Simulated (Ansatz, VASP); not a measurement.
## Sb in VASP and in Ansatz

```
Sb
1.0
     3.49077    0.00000    0.00000
    -1.74538    3.02309    0.00000
     0.00000    0.00000    5.35646
Sb
2
Direct
  0.33333 0.66667 0.25000
  0.66667 0.33333 0.75000
```

Change from the starting cell: volume scaled by 1.03, PAW files.

Alike in both runs: task electric field gradients; functional PBE; k mesh 13 × 13 × 7; occupations fermi-dirac, width 0.05 eV; no spin polarisation.

|  | VASP | Ansatz |
| --- | --- | --- |
| version | VASP 6.6.1 | Ansatz 0.2.0 |
| potentials or method | VASP PAW PBE potentials, release 64 (Sb) | PAW with Ansatz's default frozen-core files, scalar-relativistic |
| plane-wave cutoff (eV) | 520 | 420 |
| valence electrons in the cell | 10 | 30 |

Ansatz gave:

```
pressure (GPa)                                       : -1.6
size of Vzz on the site where it differs most (V/Å²) : 18.8
```

Task: Which values does VASP return?

Result: Pressure (GPa): -1.8; size of Vzz on the site where it differs most (V/Å²): 17.1.

VASP's potentials hold 10 valence electrons a cell and Ansatz's 30, so a difference there can come from the potentials and not from the codes.

Spin-orbit coupling is off throughout.
